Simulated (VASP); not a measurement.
# Be (P4_2/mnm) in VASP: a series of runs

Runs on Be. Level: PBE. Tasks: electric field gradients.

Everything below comes from runs of VASP 6.6.1. Logs are shortened: lines on timing, memory, paths and dates and some standing lists are left out, and cuts for length are marked.

### 1 The cell of the first run

Symmetry: P4_2/mnm, No. 136, tetragonal system. The conventional cell has a = 3.772 Å, b = 3.772 Å, c = 2.296 Å, α = 90.00°, β = 90.00°, γ = 90.00°. Be (site symmetry m2m) has 13 Be at 2.16 to 2.71 Å within 2.9 Å.

### 2 Electric field gradients, PBE (volume scaled by 1.02)

INCAR reads:

```
  PREC = Accurate
  ENCUT = 520
  EDIFF = 1E-8
  ISMEAR = -1
  SIGMA = 0.05
  LREAL = F
  LASPH = T
  NELM = 60
  ALGO = Normal
  ISIF = 2
  LWAVE = F
  LCHARG = F
  GGA = PE
  LEFG = T
  NBANDS = 12
```

KPOINTS reads:

```
Automatic mesh
0
Gamma
  9 9 14
```

POSCAR reads:

```
Be
1.0
    3.7716280609      0.0000000000      0.0000000000
    0.0000000000      3.7716280609      0.0000000000
    0.0000000000      0.0000000000      2.2963882549
Be
4
Direct
    0.2974080000      0.2974080000      0.0000000000
    0.7025920000      0.7025920000      0.0000000000
    0.2025920000      0.7974080000      0.5000000000
    0.7974080000      0.2025920000      0.5000000000
```

Potentials or basis: VASP PAW PBE potentials, release 64 (Be).

Launch:

```console
$ cat potpaw_PBE.64/Be/POTCAR > POTCAR
$ mpirun -np 1 vasp_std > vasp.out
```

OUTCAR:

```text
PREC = Accurate
   ENCUT = 520
   EDIFF = 1E-8
   ISMEAR = -1
   LREAL = F
   LASPH = T
   NELM = 60
   ISIF = 2
   GGA = PE

 ion  position               nearest neighbor table
   1  0.297  0.297  0.000-   2 2.16   3 2.24   4 2.24   3 2.24   4 2.24   3 2.24   3 2.24   4 2.24
                             4 2.24
   2  0.703  0.703  0.000-   1 2.16   3 2.24   4 2.24   3 2.24   4 2.24   4 2.24   4 2.24   3 2.24
                             3 2.24
   3  0.203  0.797  0.500-   4 2.16   2 2.24   1 2.24   1 2.24   2 2.24   1 2.24   1 2.24   2 2.24
                             2 2.24
   4  0.797  0.203  0.500-   3 2.16   2 2.24   1 2.24   1 2.24   2 2.24   2 2.24   2 2.24   1 2.24
                             1 2.24

  LATTYP: Found a simple tetragonal cell.
 ALAT       =     3.7716280609
 C/A-ratio  =     0.6088586196

  Lattice vectors:

 A1 = (   3.7716280609,   0.0000000000,   0.0000000000)
 A2 = (   0.0000000000,   3.7716280609,   0.0000000000)
 A3 = (   0.0000000000,   0.0000000000,   2.2963882549)

Analysis of symmetry for initial positions (statically):
=====================================================================
 Subroutine PRICEL returns:
 Original cell was already a primitive cell.

 Routine SETGRP: Setting up the symmetry group for a
 simple tetragonal supercell.

 Subroutine GETGRP returns: Found 16 space group operations
 (whereof  8 operations were pure point group operations)
 out of a pool of 16 trial point group operations.

The static configuration has the point symmetry D_2h.
 The point group associated with its full space group is D_4h.

Analysis of symmetry for dynamics (positions and initial velocities):
=====================================================================
 Subroutine PRICEL returns:
 Original cell was already a primitive cell.

 Routine SETGRP: Setting up the symmetry group for a
 simple tetragonal supercell.

 Subroutine GETGRP returns: Found 16 space group operations
 (whereof  8 operations were pure point group operations)
 out of a pool of 16 trial point group operations.

The dynamic configuration has the point symmetry D_2h.
 The point group associated with its full space group is D_4h.

 Subroutine INISYM returns: Found 16 space group operations
 (whereof  8 operations are pure point group operations),
 and found     1 'primitive' translations

----------------------------------------------------------------------------------------

                                     Primitive cell

  volume of cell :      32.6665

  direct lattice vectors                    reciprocal lattice vectors
     3.771628061  0.000000000  0.000000000     0.265137491  0.000000000  0.000000000
     0.000000000  3.771628061  0.000000000     0.000000000  0.265137491  0.000000000
     0.000000000  0.000000000  2.296388255     0.000000000  0.000000000  0.435466432

  length of vectors
     3.771628061  3.771628061  2.296388255     0.265137491  0.265137491  0.435466432

  position of ions in fractional coordinates (direct lattice)
     0.297408000  0.297408000  0.000000000
     0.702592000  0.702592000  0.000000000
     0.202592000  0.797408000  0.500000000
     0.797408000  0.202592000  0.500000000

  ion indices of the primitive-cell ions
   primitive index   ion index
                 1           1
                 2           2
                 3           3
                 4           4

----------------------------------------------------------------------------------------

 KPOINTS: Automatic mesh

Automatic generation of k-mesh.
 Grid dimensions read from file:
 generate k-points for:    9    9   14

 Generating k-lattice:

  Cartesian coordinates                     Fractional coordinates (reciprocal lattice)
     0.029459721  0.000000000  0.000000000     0.111111111  0.000000000  0.000000000
     0.000000000  0.029459721  0.000000000     0.000000000  0.111111111  0.000000000
     0.000000000  0.000000000  0.031104745     0.000000000  0.000000000  0.071428571

  Length of vectors
     0.029459721  0.029459721  0.031104745

  Shift w.r.t. Gamma in fractional coordinates (k-lattice)
     0.000000000  0.000000000  0.000000000

 Subroutine IBZKPT returns following result:
 ===========================================

 Found    120 irreducible k-points:

 Following reciprocal coordinates:
            Coordinates               Weight
  0.000000  0.000000  0.000000      1.000000
  0.111111  0.000000  0.000000      4.000000
  0.222222  0.000000  0.000000      4.000000
  0.333333  0.000000  0.000000      4.000000
  0.444444  0.000000  0.000000      4.000000
  0.111111  0.111111  0.000000      4.000000
[... 16 lines left out ...]
  0.333333  0.111111  0.071429     16.000000
  0.444444  0.111111  0.071429     16.000000
 [... further k-points ...]
   k-points           NKPTS =    120   k-points in BZ     NKDIM =    120   number of bands    NBANDS=     12
   number of dos      NEDOS =    301   number of ions     NIONS =      4
   total plane-waves  NPLWV =  14112
   dimension x,y,z NGX =    28 NGY =   28 NGZ =   18
   dimension x,y,z NGXF=    56 NGYF=   56 NGZF=   36
   ions per type =               4
   NGX,Y,Z   is equivalent  to a cutoff of  12.34, 12.34, 13.03 a.u.
   NGXF,Y,Z  is equivalent  to a cutoff of  24.68, 24.68, 26.06 a.u.
 SYSTEM =  unknown system
   PREC   = accura    normal or accurate (medium, high low for compatibility)
   ISTART =      0    job   : 0-new  1-cont  2-samecut
   ICHARG =      2    charge: 1-file 2-atom 10-const
   ISPIN  =      1    spin polarized calculation?
   LNONCOLLINEAR =      F non collinear calculations
   LSORBIT =      F    spin-orbit coupling
   LASPH  =      T    aspherical Exc in radial PAW
   ENCUT  =  520.0 eV  38.22 Ry    6.18 a.u.   7.01  7.01  4.27*2*pi/ulx,y,z
   NELM   =     60;   NELMIN=  2; NELMDL= -5     # of ELM steps
   EDIFF  = 0.1E-07   stopping-criterion for ELM
   LREAL  =      F    real-space projection
   EDIFFG = 0.1E-06   stopping-criterion for IOM
   NSW    =      0    number of steps for IOM
   IBRION =     -1    ionic relax: 0-MD 1-quasi-New 2-CG
   NFREE  =      0    steps in history (QN), initial steepest desc. (CG)
   ISIF   =      2    stress and relaxation
   ISYM   =      2    0-nonsym 1-usesym 2-fastsym
   POTIM  = 0.5000    time-step for ionic-motion
   TEBEG  =    0.0;   TEEND  =   0.0 temperature during run
   PSTRESS=    0.0 pullay stress
   NELECT =       8.0000    total number of electrons
   NUPDOWN=      -1.0000    fix difference up-down
   EMIN   =  10.00;   EMAX   =-10.00  energy-range for DOS
   EFERMI =   0.00;   METHOD = LEGACY
   ISMEAR =    -1;   SIGMA  =   0.05  broadening in eV -4-tet -1-fermi 0-gaus
   EFERMI_NEDOS =   21; number of points for ismear=-14 and -15
   IALGO  =     38    algorithm
   IMIX   =      4    mixing-type and parameters
     AMIX     =   0.40;   BMIX     =  1.00
     AMIX_MAG =   1.60;   BMIX_MAG =  1.00
  volume/ion in A,a.u.               =       8.17        55.11
  Fermi-wavevector in a.u.,A,eV,Ry     =   1.024245  1.935542 14.273568  1.049078
  Thomas-Fermi vector in A             =   2.158022
   LORBIT       =      0    0 simple, 1 ext, 2 COOP (PROOUT), +10 PAW based schemes
   GGA     = PE    functional components
   LHFCALC =     F    Hartree Fock is set to
   AEXX    =    0.0000 exact exchange contribution
   IVDW    =     0    specifies the selected vdW correction
   LEPSILON=     F    determine dielectric tensor
   LRPA    =     F    only Hartree local field effects (RPA)
 non-spin polarized calculation
  energy-cutoff  :      520.00
  volume of cell :       32.67
 maximum number of plane-waves:       890
   NGX = 15   NGY = 15   NGZ =  9

 number of electron       8.0000000 magnetization

 Free energy of the ion-electron system (eV)
  ---------------------------------------------------
  ext. energy  EPLUGINS =         0.00000000
  ---------------------------------------------------
  free energy    TOTEN  =       -14.84962730 eV

  energy without entropy =      -14.84471157  energy(sigma->0) =      -14.84716944

 E-fermi :   6.6262     XC(G=0): -10.4977

 val. band max:        6.6115996290   @ k =   0.2222   0.0000   0.2857
 cond. band min:       6.6272281668   @ k =   0.0000   0.0000   0.2857
 fundamental gap:      0.0156285378
 Fermi energy:         6.6261996981

 k-point     1 :       0.0000    0.0000    0.0000
  band No.  band energies     occupation
      1      -4.4105      2.00000
      2       1.7512      2.00000
      3       2.3263      2.00000
      4       5.5998      2.00000
      5       5.5998      2.00000
      6      11.3917      0.00000
      7      11.3917      0.00000
      8      13.9587      0.00000
      9      15.7244      0.00000
     10      17.0044      0.00000
     11      22.4842      0.00000
     12      22.4842      0.00000

 k-point     2 :       0.1111    0.0000    0.0000
  band No.  band energies     occupation
      1      -4.3137      2.00000
      2       1.3319      2.00000
      3       2.2058      2.00000
      4       5.5737      2.00000
      5       6.3354      1.99406
      6      10.4705      0.00000
      7      11.2682      0.00000
      8      15.1304      0.00000
      9      15.8414      0.00000
     10      17.4918      0.00000
     11      21.9965      0.00000
     12      22.5826      0.00000
[... 301 lines left out ...]
 k-point    23 :       0.3333    0.1111    0.0714
  band No.  band energies     occupation
      1      -3.3343      2.00000
      2      -0.7516      2.00000
      3       2.4476      2.00000
      4       4.8591      2.00000
      5       8.3422      0.00000
      6       9.5659      0.00000
      7      12.3963      0.00000
      8      15.7102      0.00000
      9      18.2806      0.00000
     10      18.9300      0.00000
     11      20.4440      0.00000
     12      21.9822      0.00000

 k-point    24 :       0.4444    0.1111    0.0714
  band No.  band energies     occupation
      1      -2.6574      2.00000
      2      -1.7922      2.00000
      3       3.1363      2.00000
      4       3.9689      2.00000
      5       8.7083      0.00000
      6       9.1630      0.00000
      7      14.3956      0.00000
      8      16.6411      0.00000
      9      16.8643      0.00000
     10      17.7403      0.00000
     11      21.3560      0.00000
     12      22.5505      0.00000

 [... further k-points ...]

------------------------ aborting loop because EDIFF is reached ----------------------------------------

  FORCE on cell =-STRESS in cart. coord.  units (eV):
  Direction    XX          YY          ZZ          XY          YZ          ZX
  --------------------------------------------------------------------------------------
  -------------------------------------------------------------------------------------
  Total       -0.3314972     -0.3314972     -0.6628630      0.0000000      0.0000000      0.0000000
  in kB      -16.2587598    -16.2587598    -32.5110747      0.0000000      0.0000000      0.0000000
  external PRESSURE =     -21.6761981 kB  Pullay stress =       0.0000000 kB

 VOLUME and BASIS-vectors are now :
 -----------------------------------------------------------------------------
  energy-cutoff  :      520.00
  volume of cell :       32.67
      direct lattice vectors                 reciprocal lattice vectors
     3.771628061  0.000000000  0.000000000     0.265137491  0.000000000  0.000000000
     0.000000000  3.771628061  0.000000000     0.000000000  0.265137491  0.000000000
     0.000000000  0.000000000  2.296388255     0.000000000  0.000000000  0.435466432

 POSITION                                       TOTAL-FORCE (eV/Angst)
 -----------------------------------------------------------------------------------
      1.12171      1.12171      0.00000         0.010829      0.010829     -0.000000
      2.64992      2.64992      0.00000        -0.010829     -0.010829      0.000000
      0.76410      3.00753      1.14819        -0.010829      0.010829     -0.000000
      3.00753      0.76410      1.14819         0.010829     -0.010829     -0.000000
 -----------------------------------------------------------------------------------
    total drift:                                0.000000      0.000000     -0.000000

  FREE ENERGIE OF THE ION-ELECTRON SYSTEM (eV)
  ---------------------------------------------------
  free  energy   TOTEN  =       -14.8496273032 eV

  energy  without entropy=      -14.8447115738  energy(sigma->0) =      -14.84716944

 Electric field gradients (V/A^2)
---------------------------------------------------------------------
 ion       V_xx      V_yy      V_zz      V_xy      V_xz      V_yz
---------------------------------------------------------------------
   1       0.253     0.253    -0.506    -1.491    -0.000     0.000
   2       0.253     0.253    -0.506    -1.491    -0.000    -0.000
   3       0.253     0.253    -0.506     1.491     0.000    -0.000
   4       0.253     0.253    -0.506     1.491     0.000    -0.000
---------------------------------------------------------------------

 Electric field gradients after diagonalization (V/A^2)
 (convention: |V_zz| > |V_xx| > |V_yy|)
----------------------------------------------------------------------
 ion       V_xx      V_yy      V_zz     asymmetry (V_yy - V_xx)/ V_zz
----------------------------------------------------------------------
   1      -1.238    -0.506     1.744       0.420
   2      -1.238    -0.506     1.744       0.420
   3      -1.238    -0.506     1.744       0.420
   4      -1.238    -0.506     1.744       0.420
----------------------------------------------------------------------

           NMR quadrupolar parameters

 Cq : quadrupolar parameter    Cq=e*Q*V_zz/h
 eta: asymmetry parameters     (V_yy - V_xx)/ V_zz
 Q  : nuclear electric quadrupole moment in mb (millibarn)
----------------------------------------------------------------------
 ion       Cq(MHz)       eta       Q (mb)
----------------------------------------------------------------------
   1       0.004       0.420       1.000
   2       0.004       0.420       1.000
   3       0.004       0.420       1.000
   4       0.004       0.420       1.000
----------------------------------------------------------------------
```

Wall time 58 s (1 thread of Intel Xeon 8259CL, shared host); peak memory 0.15 GiB.

Results:

```yaml
Free_energy: -14.8496 eV
Pressure: -2.2 GPa
Largest_force: 0.015 eV/Å
Band_gap_on_the_k_mesh: zero (band 4 reaches 7.65 eV, above the bottom of band 5 at 5.60 eV)
```

Forces on the atoms (eV/Å):
```
Be   0.011  0.011  0.000
Be  -0.011 -0.011  0.000
Be  -0.011  0.011  0.000
Be   0.011 -0.011  0.000
```

Levels at points of the mesh, in eV from the Fermi level:
```
           k point  band 2  band 3  band 4  band 5  band 6  band 7
(0.00, 0.00, 0.00)   -4.87   -4.30   -1.03   -1.03    4.77    4.77
(0.00, 0.00, 0.50)   -5.73    1.02    1.02    1.81    1.81    2.61
```

Electric field gradients, principal values (V/Å²):
| atom | least | middle | greatest (by size) |
| --- | --- | --- | --- |
| 1 Be | -0.506 | -1.238 | 1.744 |
| 2 Be | -0.506 | -1.238 | 1.744 |
| 3 Be | -0.506 | -1.238 | 1.744 |
| 4 Be | -0.506 | -1.238 | 1.744 |

Caveat: without QUAD_EFG the Cq values of the log hold for a quadrupole moment of 1 mb, not for the nuclei.

(Part 1 of 2 ends here.)
